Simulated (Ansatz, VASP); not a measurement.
**One calculation of CdS5, two programs**

```
CELL_PARAMETERS angstrom
4.57824 0.00000 0.00000
0.00000 5.06079 0.00000
0.00000 0.00000 15.87226
ATOMIC_POSITIONS crystal
Cd 0.00000 0.00000 0.00877
Cd 0.50000 0.50000 0.99123
S 0.41461 0.67882 0.29983
S 0.58539 0.32118 0.29983
S 0.91561 0.32050 0.40247
S 0.08439 0.67950 0.40247
S 0.91461 0.82118 0.70017
S 0.08539 0.17882 0.70017
S 0.41561 0.17950 0.59753
S 0.58439 0.82050 0.59753
S 0.50000 0.00000 0.93257
S 0.00000 0.50000 0.06743
```

Alike in both runs: functional PBE; k mesh 4 × 4 × 2; occupations gaussian, width 0.2 eV; no spin polarisation.

Ansatz relaxed the structure, and its values are those at the end. VASP's run is a single point on that final structure, the one shown.

```csv
,VASP,Ansatz
version,VASP 6.6.1,Ansatz 0.2.0
potentials or method,"VASP PAW PBE potentials, release 64 (Cd, S), cutoff 520 eV","scalar-relativistic, plane waves, PAW"
valence electrons in the cell,84,100
```

|  | VASP | Ansatz | Ansatz less VASP |
| --- | --- | --- | --- |
| gap on the k mesh at the Fermi level (eV) | 1.15 | 1.15 | -0.003 |
| least direct gap on the mesh (eV) | 1.65 | 1.62 | -0.034 |
| pressure (GPa) | 0.0 | 0.2 | +0.22 |
| rms of the force components (eV/Å) | 0.081 | 0.010 | -0.0714 |

VASP's potentials hold 84 valence electrons a cell and Ansatz's 100, so a difference there can come from the potentials and not from the codes.
